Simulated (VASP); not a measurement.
Runs of VASP 6.6.1 on WS2. The cell holds a slab with vacuum, 3 atoms: a = 3.184 Å, b = 3.184 Å, c = 16.951 Å, α = 90.00°, β = 90.00°, γ = 120.00°. 

| k mesh | gap on the mesh (eV) | largest force (eV/Å) |
| --- | --- | --- |
| 8 × 8 × 2 | 2.18 | 0.03 |
| 4 × 4 × 1 | (b) | 0.09 |
| 3 × 3 × 1 | (a) | 0.19 |
| 6 × 6 × 1 | 1.90 | 0.03 |
| 5 × 5 × 1 | 2.32 | 0.04 |
| 10 × 10 × 2 | 2.10 | 0.03 |

Alike in all rows: task single point; level r2SCAN+D4; potentials or basis VASP PAW PBE potentials, release 64 (W_sv, S); no spin polarisation; cell as given; cutoff (eV) 520; smearing fermi-dirac 0.1 eV.

Problem. Fill in the values left out.

Solution. (a) 1.92; (b) 2.52.

Caveats: some runs use coarse meshes; the PAW data sets were made with another functional, which shifts forces and pressure a little; spin-orbit coupling is left out, which moves the levels of the heavy elements.

A k mesh can miss the band edges, and the runs leave out spin-orbit coupling on W.
